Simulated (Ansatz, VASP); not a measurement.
## Zn: VASP beside Ansatz

```
Zn
1.0
    -1.54783    1.54783    1.54783
     1.54783   -1.54783    1.54783
     1.54783    1.54783   -1.54783
Zn
1
Cartesian
  0.0000 0.0000 0.0000
```

Alike in both runs: task single point; functional PBE0; k mesh 6 × 6 × 6; occupations fermi-dirac, width 0.05 eV; no spin polarisation.

```csv
,VASP,Ansatz
version,VASP 6.6.1,Ansatz 0.2.0
potentials or method,"VASP PAW PBE potentials, release 64 (Zn)",Ansatz PAW
plane-wave cutoff (eV),520,420
valence electrons in the cell,12,12
```

|  | VASP | Ansatz | Ansatz less VASP |
| --- | --- | --- | --- |
| gap on the k mesh at the Fermi level (eV) | none | none | - |
| pressure (GPa) | 3.2 | 3.2 | -0.01 |

A gap of «none» marks a metal or a gap that the smearing closes.

The k mesh is coarse, so the values compare programs but aren't converged.
